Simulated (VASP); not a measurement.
Set up this calculation in VASP 6.6.1, as the native input.

```yaml
Task: single point
Functional: r2SCAN
Potentials_or_basis: VASP PAW PBE potentials, release 64 (K_sv, F)
Cutoff: 520 eV
k_mesh: 8 × 8 × 8
Occupations: gaussian, width 0.05 eV
Spin: no spin polarisation
Dipole_correction: no
Further_INCAR_settings: ALGO = Normal; EDIFF = 1e-07; NBANDS = 15
```

The system is KF.

```
K F
1.0
     0.00000    2.74034    2.53982
     2.74034    0.00000    2.53982
     2.74034    2.74034    0.00000
K F
1 1
Direct
  0.00000 0.00000 0.00000
  0.50000 0.50000 0.50000
```

This cell differs from its parent crystal: strain +0.025 along x and y, -0.050 along z.

The input as run:

POSCAR

```
KF
1.0
    0.0000000000      2.7403375000      2.5398250000
    2.7403375000      0.0000000000      2.5398250000
    2.7403375000      2.7403375000      0.0000000000
K F
1 1
Direct
    0.0000000000      0.0000000000      0.0000000000
    0.5000000000      0.5000000000      0.5000000000
```

INCAR.step1

```
SYSTEM = KF
PREC = Accurate
ENCUT = 520
ISMEAR = 0
SIGMA = 0.05
LREAL = .False.
LASPH = .True.
NELM = 60
NBANDS = 15
GGA = PE
ALGO = Normal
EDIFF = 1E-4
LWAVE = .True.
LCHARG = .False.
```

INCAR.step2

```
SYSTEM = KF
PREC = Accurate
ENCUT = 520
EDIFF = 1E-7
ISMEAR = 0
SIGMA = 0.05
LREAL = .False.
LASPH = .True.
NELM = 60
ALGO = Normal
ISIF = 2
LWAVE = .False.
LCHARG = .False.
METAGGA = R2SCAN
LMIXTAU = .True.
NBANDS = 15
ISTART = 1
```

KPOINTS

```
Automatic mesh
0
Gamma
  8 8 8
  0 0 0
```

Potentials or basis: VASP PAW PBE potentials, release 64 (K_sv, F).

Run with:

```bash
$ cat potpaw_PBE.64/K_sv/POTCAR potpaw_PBE.64/F/POTCAR > POTCAR
$ cp INCAR.step1 INCAR
$ mpirun -np 1 vasp_std > vasp.out
$ cp INCAR.step2 INCAR
$ mpirun -np 1 vasp_std > vasp.out
```

It gave:

The pressure is 0.1 GPa. The band gap on the k mesh is 6.70 eV, direct.

Caveat: the cell differs from its parent crystal (strain +0.025 along x and y, -0.050 along z); the PAW data sets were made with another functional, which shifts forces and pressure a little.

Wall time 79 s on 1 thread of Intel(R) Xeon(R) 6975P-C (Granite Rapids), on a shared host, peak memory 0.18 GiB.
